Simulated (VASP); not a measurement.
Runs of VASP 6.6.1 on TaSi2. The structure is that of space group P6_422 (No. 181), or close to it. The cells are those of the table. 

| cell | gap on the mesh (eV) | pressure (GPa) | largest force (eV/Å) |
| --- | --- | --- | --- |
| a = 4.690, b = 4.690, c = 6.556 Å, angles 90.0, 90.0, 120.0°, 9 atoms | none | (b) | 0.06 |
| a = 4.618, b = 4.618, c = 6.654 Å, angles 90.0, 90.0, 120.0°, 9 atoms | none | 9.8 | 0.19 |
| a = 4.761, b = 4.761, c = 6.359 Å, angles 90.0, 90.0, 120.0°, 9 atoms | none | 7.9 | 0.11 |
| a = 4.618, b = 4.618, c = 6.753 Å, angles 90.0, 90.0, 120.0°, 9 atoms | none | 6.5 | 0.23 |
| a = 4.904, b = 4.904, c = 6.753 Å, angles 90.0, 90.0, 120.0°, 9 atoms | none | (a) | 0.02 |

Alike in all rows: task single point; level PBEsol; potentials or basis VASP PAW PBE potentials, release 64 (Ta_pv, Si); no spin polarisation; k mesh 12 × 12 × 6; cutoff (eV) 520; smearing gaussian 0.15 eV.

Problem. Fill in the values left out.

Solution. (a) -14.3; (b) 6.4.

Caveats: the PAW data sets were made with another functional, which shifts forces and pressure a little; spin-orbit coupling is left out, which moves the levels of the heavy elements; the cell stands under pressure (at least some runs); the cell stands under tension (at least some runs).

A k mesh can miss the band edges, and the runs leave out spin-orbit coupling on Ta.

A gap of «none» marks levels without a gap at the run's occupations.
